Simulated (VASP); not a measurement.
Wanted: the native input for a VASP 6.6.1 run.

```yaml
Task: single point
Functional: PBE
Potentials_or_basis: VASP PAW PBE potentials, release 64 (Se, Ag, In_d, Te)
Cutoff: 520 eV
k_mesh: 2 × 2 × 2, shifted
Occupations: gaussian, width 0.1 eV
Spin: no spin polarisation
Dipole_correction: no
Further_INCAR_settings: LREAL = Auto; ALGO = Normal; EDIFF = 1e-07; NBANDS = 102; ISYM = 0
```

The structure of InAg9Te8Se2 lies in POSCAR:

```
InAg9Te8Se2
1.0
    3.0052701210      3.0393686916      5.7544423335
   -3.0558838033     -3.0119102721      5.7660199649
    8.8323060260     -5.7976429189      2.8284261030
Se Ag In Te
2 9 1 8
Direct
    0.9164298327      0.1862546624      0.7915792053
    0.4866687261      0.7929875317      0.4019057030
    0.2012559127     -0.0053042475      0.5950555078
    0.0954533517      0.4851568697      0.7980014300
   -0.0017919419      1.0051494393      0.9906085935
    0.3989159190     -0.0053190617      0.2071049234
    0.3057930512      0.5175595586      0.3900009916
    0.7818179827      0.9979479181      0.4013775232
    0.6964831052      0.5024474059      0.6018066562
    0.5013419101      0.4992432610     -0.0017566898
    0.8848196339      0.5120719151      0.2163055941
    0.6153344820      1.0119617835      0.7995168207
    0.9523582699      0.7290805973      0.5898880787
    0.3839527409      0.7119224915      0.7997119404
    0.7697149964      0.7124891816      0.0076441889
    0.1038898842      0.7978449849      0.1935160905
    0.0248632500      0.2969960093      0.4083461042
    0.4679736428      0.2508070958      0.5970585224
    0.2731336946      0.2311152248      1.0137646587
    0.6327063707      0.2764685132      0.1938663073
```

One way to write it, as run:

INCAR

```
SYSTEM = InAg9Te8Se2
ALGO = Normal
EDIFF = 1E-7
ENCUT = 520
GGA = PE
ISIF = 2
ISMEAR = 0
ISYM = 0
LASPH = .TRUE.
LCHARG = .FALSE.
LREAL = Auto
LWAVE = .FALSE.
NBANDS = 102
NELM = 100
PREC = Accurate
SIGMA = 0.1
```

KPOINTS

```
Automatic mesh
0
Gamma
  2 2 2
  0.5 0.5 0.5
```

Potentials or basis: VASP PAW PBE potentials, release 64 (Se, Ag, In_d, Te).

Launch:

```bash
$ cat potpaw_PBE.64/Se/POTCAR potpaw_PBE.64/Ag/POTCAR potpaw_PBE.64/In_d/POTCAR potpaw_PBE.64/Te/POTCAR > POTCAR
$ mpirun -np 1 vasp_std > vasp.out
```

Results of the run:

| Property | Result |
| --- | --- |
| Pressure | -0.1 GPa |
| Largest force | 0.017 eV/Å |
| Band gap on the k mesh | 0.15 eV (least direct gap 0.25 eV) |

Caveat: semilocal functionals underestimate gaps, and a narrow one can read as zero; spin-orbit coupling is left out, which moves the levels of the heavy elements; a shifted mesh leaves out Γ, where band edges can lie.

Run time: 5.5 min on 1 thread of Intel(R) Xeon(R) 6975P-C (Granite Rapids), with other jobs on the host, peak memory 0.6 GiB.
